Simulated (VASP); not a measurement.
LiTi36O72 (a cell with a defect): single point with PBE

System: LiTi36O72 (a cell with a defect).

```
CELL_PARAMETERS angstrom
0.00000 -11.39551 0.00000
11.39551 0.00000 0.00000
-3.79850 3.79850 9.70314
ATOMIC_POSITIONS crystal
Ti 0.00001 0.99710 0.99819
Ti 0.25404 0.07880 0.24935
Ti 0.00060 0.99958 0.50164
Ti 0.24890 0.08402 0.74935
Ti 0.00003 0.33428 0.99815
Ti 0.25400 0.42166 0.24934
Ti 0.99858 0.33286 0.50073
Ti 0.24862 0.41732 0.74779
Ti 0.00058 0.66668 0.00021
Ti 0.24901 0.75007 0.24854
Ti 0.00093 0.66689 0.50123
Ti 0.24919 0.74993 0.74955
Ti 0.33326 0.99860 0.99705
Ti 0.58277 0.08384 0.25015
Ti 0.33437 0.99953 0.50166
Ti 0.58305 0.08377 0.74916
Ti 0.33322 0.33233 0.99701
Ti 0.58275 0.41765 0.25018
Ti 0.33595 0.33283 0.50063
Ti 0.58339 0.41812 0.75017
Ti 0.33377 0.66573 0.99908
Ti 0.58230 0.75052 0.24934
Ti 0.33426 0.66692 0.50132
Ti 0.58293 0.75008 0.74937
Ti 0.66591 0.99872 0.99743
Ti 0.91118 0.07890 0.24937
Ti 0.66724 0.99903 0.49963
Ti 0.91565 0.08429 0.75088
Ti 0.66587 0.33198 0.99747
Ti 0.91119 0.42159 0.24934
Ti 0.66628 0.33223 0.49852
Ti 0.91492 0.41806 0.74947
Ti 0.66660 0.66639 0.99953
Ti 0.91521 0.75009 0.24858
Ti 0.66660 0.66626 0.49924
Ti 0.91492 0.74964 0.74866
O 0.32163 0.15173 0.45610
O 0.06915 0.07455 0.20732
O 0.18112 0.01131 0.04268
O 0.25866 0.26373 0.29153
O 0.31737 0.15250 0.95635
O 0.06892 0.06824 0.70689
O 0.18042 0.01545 0.54234
O 0.26466 0.26398 0.79178
O 0.32142 0.48592 0.45572
O 0.06910 0.39679 0.20717
O 0.18104 0.35135 0.04250
O 0.26246 0.59785 0.29158
O 0.31806 0.48536 0.95433
O 0.06862 0.40087 0.70535
O 0.17917 0.34687 0.53826
O 0.26385 0.59685 0.79082
O 0.31945 0.81904 0.45620
O 0.06861 0.73532 0.20600
O 0.18065 0.68091 0.04215
O 0.26249 0.93024 0.29183
O 0.31842 0.81816 0.95551
O 0.06885 0.73590 0.70617
O 0.18043 0.68037 0.54184
O 0.26487 0.93093 0.79244
O 0.65207 0.15220 0.45658
O 0.40264 0.07026 0.20687
O 0.51383 0.01354 0.04251
O 0.59748 0.26424 0.29275
O 0.65256 0.15252 0.95690
O 0.40199 0.06803 0.70625
O 0.51478 0.01444 0.54321
O 0.59706 0.26410 0.79259
O 0.65175 0.48589 0.45634
O 0.40253 0.40068 0.20663
O 0.51379 0.34908 0.04241
O 0.59738 0.59742 0.29220
O 0.65093 0.48584 0.95572
O 0.40149 0.40114 0.70498
O 0.51465 0.34827 0.54223
O 0.59716 0.59734 0.79167
O 0.65183 0.81902 0.45614
O 0.40177 0.73521 0.20615
O 0.51383 0.68115 0.04258
O 0.59759 0.93106 0.29253
O 0.65095 0.81853 0.95603
O 0.40187 0.73544 0.70593
O 0.51443 0.68190 0.54272
O 0.59758 0.93108 0.79281
O 0.98166 0.15183 0.45624
O 0.73500 0.07038 0.20715
O 0.84700 0.01155 0.04308
O 0.93581 0.26378 0.29167
O 0.98602 0.15369 0.96029
O 0.73611 0.06906 0.70787
O 0.84757 0.01476 0.54431
O 0.93208 0.26432 0.79345
O 0.98186 0.48598 0.45587
O 0.73497 0.40071 0.20709
O 0.84691 0.35114 0.04291
O 0.93211 0.59786 0.29163
O 0.98430 0.48628 0.95619
O 0.73567 0.40154 0.70728
O 0.84661 0.34860 0.54265
O 0.93142 0.59729 0.79154
O 0.98387 0.81905 0.45627
O 0.73544 0.73549 0.20652
O 0.84697 0.68124 0.04242
O 0.93223 0.93037 0.29205
O 0.98465 0.81834 0.95658
O 0.73564 0.73582 0.70710
O 0.84715 0.68194 0.54307
O 0.93177 0.93142 0.79378
Li 0.08338 0.25019 0.25045
```

```
Program             : VASP 6.6.1
Task                : single point
Functional          : PBE
Potentials or basis : VASP PAW PBE potentials, release 64 (Ti_sv, O, Li_sv)
Cutoff              : 520 eV
k mesh              : 1 × 1 × 1
Occupations         : fermi-dirac, width 0.01 eV
Spin                : no spin polarisation
```

```
Largest force : 0.043 eV/Å
```

Forces on the atoms (eV/Å):
```
Ti   0.015  0.003  0.022
Ti   0.020  0.024  0.000
Ti   0.007 -0.007 -0.008
Ti   0.005  0.006 -0.013
Ti  -0.010 -0.001  0.018
Ti  -0.037  0.021  0.004
Ti  -0.004 -0.002 -0.024
Ti  -0.009 -0.006 -0.012
Ti   0.006  0.006  0.000
Ti   0.009 -0.003  0.008
Ti   0.007 -0.006 -0.013
Ti   0.002 -0.009 -0.007
Ti  -0.001  0.000  0.013
Ti  -0.014 -0.005 -0.001
Ti   0.009  0.006 -0.010
Ti  -0.008 -0.001 -0.010
Ti  -0.002 -0.001  0.009
Ti   0.002 -0.002 -0.008
Ti  -0.002  0.014 -0.020
Ti  -0.005  0.007 -0.011
Ti   0.008  0.001 -0.003
Ti   0.005 -0.008 -0.008
Ti   0.007  0.009 -0.013
Ti   0.000  0.000 -0.004
Ti  -0.001  0.007  0.020
Ti   0.022 -0.030  0.008
Ti   0.003  0.005  0.000
Ti   0.000  0.001  0.019
Ti  -0.004  0.006  0.023
Ti  -0.023 -0.025  0.001
Ti   0.005  0.009  0.010
Ti  -0.003 -0.001 -0.001
Ti   0.002  0.003  0.000
Ti   0.010 -0.009  0.002
Ti   0.005  0.003 -0.001
Ti   0.003 -0.008  0.006
O   -0.003 -0.001  0.019
O   -0.010  0.006  0.015
O   -0.001 -0.009 -0.021
O    0.014 -0.009 -0.015
O   -0.002  0.001  0.022
O   -0.002  0.004  0.021
O    0.000 -0.001 -0.018
O    0.008  0.000 -0.019
O   -0.004  0.000  0.015
O    0.012  0.003  0.018
O   -0.001 -0.004 -0.016
O    0.017  0.002 -0.008
O    0.000  0.001  0.020
O   -0.001  0.012  0.024
O   -0.001  0.000 -0.022
O    0.002 -0.001 -0.012
O   -0.010 -0.001  0.015
O    0.000  0.004  0.018
O   -0.001 -0.003 -0.026
O   -0.024  0.000 -0.008
O   -0.009  0.002  0.022
O   -0.001  0.009  0.022
O   -0.002 -0.002 -0.021
O    0.002 -0.001 -0.022
O   -0.003 -0.001  0.025
O    0.001 -0.017  0.005
O    0.000 -0.007 -0.020
O    0.012  0.000 -0.017
O   -0.004  0.000  0.021
O   -0.001 -0.005  0.028
O   -0.001 -0.011 -0.019
O    0.009  0.001 -0.023
O   -0.003  0.000  0.024
O    0.000 -0.017  0.009
O    0.000 -0.004 -0.016
O    0.008  0.000 -0.016
O   -0.003  0.000  0.018
O    0.001 -0.009  0.025
O    0.000 -0.017 -0.016
O    0.005 -0.001 -0.018
O   -0.009  0.000  0.023
O    0.001 -0.003  0.018
O    0.000 -0.006 -0.022
O   -0.003 -0.002 -0.015
O   -0.004 -0.001  0.020
O   -0.001 -0.004  0.024
O    0.000 -0.009 -0.019
O    0.001  0.001 -0.021
O   -0.001  0.003  0.023
O    0.000  0.020  0.007
O   -0.002  0.001 -0.023
O    0.011  0.012 -0.013
O   -0.003  0.002  0.025
O   -0.001  0.011  0.015
O    0.000  0.004 -0.020
O    0.011  0.001 -0.025
O   -0.005  0.002  0.018
O   -0.001  0.017  0.010
O    0.001 -0.002 -0.020
O    0.014 -0.003 -0.010
O    0.012  0.003  0.017
O   -0.002  0.005  0.016
O    0.002  0.004 -0.017
O    0.001  0.000 -0.013
O   -0.010  0.001  0.017
O   -0.001  0.009  0.018
O   -0.002 -0.005 -0.028
O   -0.024  0.001 -0.009
O   -0.016  0.001  0.017
O   -0.002  0.007  0.013
O    0.001  0.001 -0.025
O   -0.003 -0.001 -0.024
Li   0.004 -0.001 -0.003
```

Levels at points of the mesh, in eV from the Fermi level:
| k point | band 429 | band 430 | band 431 | band 432 | band 433 | band 434 | band 435 | band 436 | band 437 | band 438 |
| --- | --- | --- | --- | --- | --- | --- | --- | --- | --- | --- |
| (0.00, 0.00, 0.00) | -0.41 | -0.38 | -0.37 | -0.34 | -0.33 | 1.88 | 2.18 | 2.20 | 2.52 | 2.69 |

Run time: 44 min on 1 thread of Oxide Virtual Turin-like Processor, on a shared host, peak memory 1.3 GiB.

Caveat: the k points lie up to 0.65 Å⁻¹ apart; the cell carries a net charge on a neutralising background, which shifts energy and pressure; the cell is charged against a uniform background, so pressure and absolute levels hang on convention.
